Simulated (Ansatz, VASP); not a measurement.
**ZnS in VASP and in Ansatz**

INCAR

```
SYSTEM = ZnS
  PREC = Accurate
  ENCUT = 520
  EDIFF = 1E-7
  ISMEAR = 0
  SIGMA = 0.02
  LREAL = .False.
  LASPH = .True.
  NELM = 100
  ALGO = Normal
  ISIF = 2
  LWAVE = .False.
  LCHARG = .True.
  GGA = PS
  LELF = .True.
  LVHAR = .True.
  NBANDS = 16
```

The input KPOINTS:

```
Automatic mesh
0
Gamma
  6 6 6
  0 0 0
```

POSCAR

```
ZnS
1.0
    0.0000000000      2.7380266667      2.6313625346
    2.7380266667      0.0000000000      2.6313625346
    2.7380266667      2.7380266667      0.0000000000
Zn S
1 1
Direct
    0.2500000000      0.2500000000      0.2500000000
    0.0000000000      0.0000000000      0.0000000000
```

Input for Ansatz:

```yaml
crystal:
  lattice:
    - [0.0, 2.738026666666667, 2.6313625346260383]
    - [2.738026666666667, 0.0, 2.6313625346260383]
    - [2.738026666666667, 2.738026666666667, 0.0]
  atoms:
    - { symbol: Zn, position: [0.25, 0.25, 0.25] }
    - { symbol: S, position: [0.0, 0.0, 0.0] }
basis:
  ecutwfc: 520.0
kpoints:
  mp_grid:
    grid: [6, 6, 6]
hamiltonian:
  xc: pbesol
scf:
  convergence:
    dr2_threshold: 1.0e-09
  occupations:
    method: gaussian
    width: 0.02
output:
  stress: true
```

Alike in both runs: task single point; functional PBEsol; k mesh 6 × 6 × 6; occupations gaussian, width 0.02 eV; no spin polarisation.

```csv
,VASP,Ansatz
version,VASP 6.6.1,Ansatz 0.2.0
potentials or method,"VASP PAW PBE potentials, release 64 (Zn, S), cutoff 520 eV","plane waves, PAW"
valence electrons in the cell,18,18
```

|  | VASP | Ansatz | Ansatz less VASP |
| --- | --- | --- | --- |
| pressure (GPa) | -1.8 | -2.0 | -0.21 |
| traceless stress, the component that is largest in VASP (GPa) | 1.06 | 1.07 | +0.008 |

VASP's potentials were made for PBE, not for PBEsol. The functional is the same, so the differences come from potentials, cutoffs and numerics. Ansatz's warnings: stress scf threshold loose.
